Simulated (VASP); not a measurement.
Si: single point with PBE

The system is Si.

```
CELL_PARAMETERS angstrom
0.00000 -2.73476 -2.73476
0.00000 2.73476 -2.73476
5.46952 0.00000 0.00000
ATOMIC_POSITIONS crystal
Si 0.51636 0.51040 0.00000
Si 0.98364 0.98960 0.50000
Si 0.99554 0.46659 0.25000
Si 0.50446 0.03341 0.75000
```

This cell differs from its parent crystal: atoms displaced along several vibrational modes.

```json
{"Program": "VASP 6.6.1", "Task": "single point", "Functional": "PBE", "Potentials or basis": "VASP PAW PBE potentials, release 64 (Si)", "Cutoff": "520 eV", "k mesh": "8 × 8 × 6", "Occupations": "gaussian, width 0.05 eV", "Spin": "no spin polarisation"}
```

```
Pressure               : 0.4 GPa
Largest force          : 1.337 eV/Å
Band gap on the k mesh : 0.54 eV (least direct gap 0.65 eV)
```

Forces on the atoms (eV/Å):
```
Si   0.080  1.120  0.086
Si   0.080 -1.120 -0.086
Si  -0.080  0.237 -1.314
Si  -0.080 -0.237  1.314
```

Stress tensor (GPa, compression positive):
```
 0.66  0.00  0.00
 0.00  0.52 -0.17
 0.00 -0.17 -0.09
```

Levels at points of the mesh, in eV from the valence-band top:
| k point | band 4 | band 5 | band 6 | band 7 | band 8 | band 9 | band 10 | band 11 | band 12 | band 13 |
| --- | --- | --- | --- | --- | --- | --- | --- | --- | --- | --- |
| (0.00, 0.00, 0.00) | -2.85 | -2.81 | -0.17 | -0.02 | 0.00 | 0.65 | 0.77 | 2.50 | 2.55 | 2.60 |
| (0.50, 0.00, 0.00) | -5.15 | -3.82 | -3.64 | -1.47 | -1.19 | 2.21 | 2.40 | 4.47 | 4.71 | 5.05 |
| (0.00, 0.50, 0.00) | -5.15 | -3.84 | -3.64 | -1.46 | -1.14 | 2.24 | 2.45 | 4.42 | 4.68 | 5.05 |
| (0.50, 0.50, 0.00) | -7.31 | -2.99 | -2.87 | -2.86 | -2.69 | 0.54 | 0.72 | 0.74 | 0.81 | 9.51 |
| (0.00, 0.00, 0.50) | -3.60 | -1.88 | -1.88 | -1.84 | -1.84 | 1.08 | 1.08 | 2.97 | 2.97 | 5.66 |
| (0.50, 0.00, 0.50) | -6.89 | -1.40 | -1.40 | -1.04 | -1.04 | 1.40 | 1.40 | 3.14 | 3.14 | 3.46 |
| (0.00, 0.50, 0.50) | -6.91 | -1.38 | -1.38 | -1.06 | -1.06 | 1.39 | 1.39 | 3.17 | 3.17 | 3.45 |
| (0.50, 0.50, 0.50) | -7.35 | -3.90 | -3.90 | -3.69 | -3.69 | 3.89 | 3.89 | 4.33 | 4.33 | 4.79 |

Wall time 99 s on 1 thread of Intel(R) Xeon(R) Platinum 8488C (Sapphire Rapids), with other jobs on the host, peak memory 0.26 GiB.

Caveat: the cell differs from its parent crystal (atoms displaced along several vibrational modes); semilocal functionals underestimate gaps, and a narrow one can read as zero; forces of over 1 eV/Å act on the atoms, so gaps and moduli don't describe the material at rest. A k mesh can miss the band edges.
